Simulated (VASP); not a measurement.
AlN: single point with PBEsol

AlN:

```xyz
4
Lattice="2.1784 -2.1784 0.0000 0.0000 0.0000 4.3569 -2.1942 -2.1942 0.0000" Properties=species:S:1:pos:R:3 pbc="T T T"
Al    0.0000    0.0000    0.0023
Al   -0.0079   -2.1863    2.1807
N    -1.0971   -1.0971    1.0869
N     1.0892   -1.0892    3.2654
```

```yaml
Program: VASP 6.6.1
Task: single point
Functional: PBEsol
Potentials_or_basis: VASP PAW PBE potentials, release 64 (Al, N)
Cutoff: 520 eV
k_mesh: 6 × 4 × 6
Occupations: fermi-dirac, width 0.05 eV
Spin: no spin polarisation
Dipole_correction: no
Further_INCAR_settings: ALGO = Normal; EDIFF = 1e-06; NBANDS = 16
```

The pressure is 1.4 GPa. The band gap on the k mesh is 3.15 eV.

Stress tensor (GPa, compression positive):
```
 1.25 -1.31  0.00
-1.31  1.25  0.00
 0.00  0.00  1.66
```

Levels at points of the mesh, in eV from the valence-band top:
| k point | band 4 | band 5 | band 6 | band 7 | band 8 | band 9 | band 10 | band 11 | band 12 | band 13 |
| --- | --- | --- | --- | --- | --- | --- | --- | --- | --- | --- |
| (0.00, 0.00, 0.00) | -1.89 | -1.78 | -0.06 | -0.02 | 0.00 | 3.15 | 4.11 | 8.42 | 12.35 | 12.44 |
| (0.50, 0.00, 0.00) | -4.42 | -2.51 | -2.51 | -0.60 | -0.60 | 7.66 | 7.66 | 9.06 | 9.06 | 11.59 |
| (0.00, 0.50, 0.00) | -2.93 | -1.07 | -1.07 | -0.98 | -0.98 | 5.86 | 5.86 | 10.10 | 10.10 | 11.43 |
| (0.50, 0.50, 0.00) | -5.93 | -0.55 | -0.55 | -0.50 | -0.50 | 7.23 | 7.23 | 9.74 | 9.74 | 10.90 |
| (0.00, 0.00, 0.50) | -4.43 | -2.53 | -2.53 | -0.54 | -0.54 | 7.68 | 7.68 | 9.16 | 9.16 | 11.58 |
| (0.50, 0.00, 0.50) | -4.99 | -1.81 | -1.81 | -1.81 | -1.81 | 3.16 | 3.16 | 8.48 | 8.48 | 13.83 |
| (0.00, 0.50, 0.50) | -5.96 | -0.49 | -0.49 | -0.49 | -0.49 | 7.29 | 7.29 | 9.74 | 9.74 | 11.05 |
| (0.50, 0.50, 0.50) | -3.83 | -3.52 | -3.52 | -2.77 | -2.77 | 5.94 | 5.94 | 11.25 | 11.25 | 11.91 |

It took 13 s on 1 thread of AMD EPYC 9R45 96-Core Processor (Zen 5) (shared host), peak memory 0.13 GiB.

Caveat: the PAW data sets were made with another functional, which shifts forces and pressure a little.
